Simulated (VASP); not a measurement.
A run of VASP 6.6.1 is set up as follows.

File INCAR:

```
SYSTEM = O
ALGO = Normal
EDIFF = 1E-6
ENCUT = 520
GGA = PS
ISIF = 2
ISMEAR = -1
LASPH = .TRUE.
LCHARG = .FALSE.
LREAL = .FALSE.
LWAVE = .FALSE.
NBANDS = 13
NELM = 100
PREC = Accurate
SIGMA = 0.05
```

Contents of KPOINTS:

```
k-points
0
G
  10 10 7
  0 0 0
```

POSCAR

```
O
1.0
    2.8514028533     -1.6624159400      0.0000000000
    2.8514028533      1.6624159400      0.0000000000
   -2.3944914034      0.0000000000      3.6470501824
O
2
Direct
    0.9759870000      0.9781390000      0.8392170000
    0.0063250000      0.0450590000      0.1663370000
```

Potentials or basis: VASP PAW PBE potentials, release 64 (O).

Launch:

```sh
$ cat potpaw_PBE.64/O/POTCAR > POTCAR
$ mpirun -np 1 vasp_std > vasp.out
```

Q: What does it give for the band gap on the k mesh?

A: Zero (bands 6 and 7 overlap by 0.29 eV).

Q: What does it give for the largest force?

A: 3.945 eV/Å.

Stress tensor (GPa, compression positive):
```
 -3.80   0.42   8.91
  0.42  -3.76  -1.08
  8.91  -1.08 -23.19
```

Caveat: the cell differs from its parent crystal (atoms moved at random); spin is off for a triplet molecule; the cell stands under tension; this functional lacks dispersion, which holds the molecules together, so the pressure and a relaxed volume are unreliable; the PAW data sets were made with another functional, which shifts forces and pressure a little.
